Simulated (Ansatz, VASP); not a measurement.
**MgI2 in VASP and in Ansatz**

```xyz
3
Lattice="4.0775 0.0000 0.0000 -2.0387 3.5312 0.0000 0.0000 0.0000 6.6886" Properties=species:S:1:pos:R:3 pbc="T T T"
Mg    0.0000    0.0000    0.0000
I     0.0000    2.3541    5.1821
I     2.0387    1.1771    1.5064
```

Alike in both runs: task single point; functional LDA; k mesh 6 × 6 × 4; occupations gaussian, width 0.05 eV; no spin polarisation.

|  | VASP | Ansatz |
| --- | --- | --- |
| version | VASP 6.6.1 | Ansatz 0.2.0 |
| potentials or method | VASP PAW LDA potentials, release 64 (Mg, I), cutoff 520 eV | scalar-relativistic, plane waves, PAW |
| valence electrons in the cell | 16 | 44 |

|  | VASP | Ansatz | Ansatz less VASP |
| --- | --- | --- | --- |
| gap on the k mesh at the Fermi level (eV) | 3.29 | 3.31 | +0.022 |
| least direct gap on the mesh (eV) | 3.77 | 3.76 | -0.014 |
| pressure (GPa) | 2.9 | 2.9 | +0.07 |
| traceless stress, the component that is largest in VASP (GPa) | 1.16 | 1.13 | -0.031 |
| rms of the force components (eV/Å) | 0.440 | 0.442 | +0.0017 |

LDA's correlation is that of Perdew and Zunger in VASP and of Perdew and Wang (1992) in Ansatz. Atom by atom the forces differ by 0.002 eV/Å (rms over components). VASP's potentials hold 16 valence electrons a cell and Ansatz's 44, so a difference there can come from the potentials and not from the codes.

Neither program's run includes spin-orbit coupling.
